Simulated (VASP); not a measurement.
Set up this calculation in VASP 6.6.1, as the native input.

| Property | Result |
| --- | --- |
| Task | single point |
| Functional | PBEsol |
| Potentials or basis | VASP PAW PBE potentials, release 64 (Pt, S) |
| Cutoff | 500 eV |
| k mesh | 6 × 6 × 4 |
| Occupations | gaussian, width 0.05 eV |
| Spin | non-collinear spin, zero start, moments held on the sites, spin-orbit coupling |
| Starting moments | [[0.0, 0.0, -0.0], [-0.0, -0.0, 0.0], [-0.0, -0.0, 0.0]] μB |
| Dipole correction | no |
| Constraint on the moments (I_CONSTRAINED_M) | 1 |
| Penalty LAMBDA | 10 |
| Further INCAR settings | ALGO = Normal; EDIFF = 1e-06; NBANDS = 35; ISYM = -1; AMIX = 0.2; BMIX = 0.0001 |

The structure of PtS2 lies in POSCAR:

```
PtS2
1.0
    3.5431995400      0.0000000000      0.0000000000
   -1.7715997700      3.0685008100      0.0000000000
    0.0000000000      0.0000000000      5.0388000900
Pt S
1 2
Direct
    0.0000000000      0.0000000000      0.0000000000
    0.3333333333      0.6666666667      0.2500000000
    0.6666666667      0.3333333333      0.7500000000
```

The input as run:

INCAR

```
SYSTEM = PtS2
PREC = Accurate ; ENCUT = 500
EDIFF = 1E-6 ; ISMEAR = 0
SIGMA = 0.05 ; LREAL = .False.
LASPH = .True. ; NELM = 200
ALGO = Normal ; ISIF = 2
LWAVE = .False. ; LCHARG = .True.
LNONCOLLINEAR = .True. ; MAGMOM = 0 0 0 0 0 0 0 0 0
LORBIT = 11 ; LSORBIT = .True.
GGA_COMPAT = .False. ; LORBMOM = .True.
I_CONSTRAINED_M = 1 ; LAMBDA = 10
M_CONSTR = 0.289 0.289 0.289 0 0 0 0 0 0 ; RWIGS = 1.36 1.05
ISYM = -1 ; AMIX = 0.2
BMIX = 1E-4 ; AMIX_MAG = 0.8
BMIX_MAG = 1E-4 ; LMAXMIX = 4
GGA = PS ; LVHAR = .True.
NBANDS = 35
```

KPOINTS

```
Automatic mesh
0
Gamma
  6 6 4
  0 0 0
```

Potentials or basis: VASP PAW PBE potentials, release 64 (Pt, S).

Command:

```console
$ cat potpaw_PBE.64/Pt/POTCAR potpaw_PBE.64/S/POTCAR > POTCAR
$ mpirun -np 1 vasp_ncl > vasp.out
```

Results of the run:

The largest force is 0.563 eV/Å, the net moment is 0.00 μB per cell and the valence electrons inside the program's atomic spheres are Pt 9.41; S 3.60.

Caveat: moments held by a penalty; the PAW data sets were made with another functional, which shifts forces and pressure a little.

It took 6.8 min on 1 thread of Intel(R) Xeon(R) Platinum 8488C (Sapphire Rapids), on a shared host, peak memory 0.55 GiB.
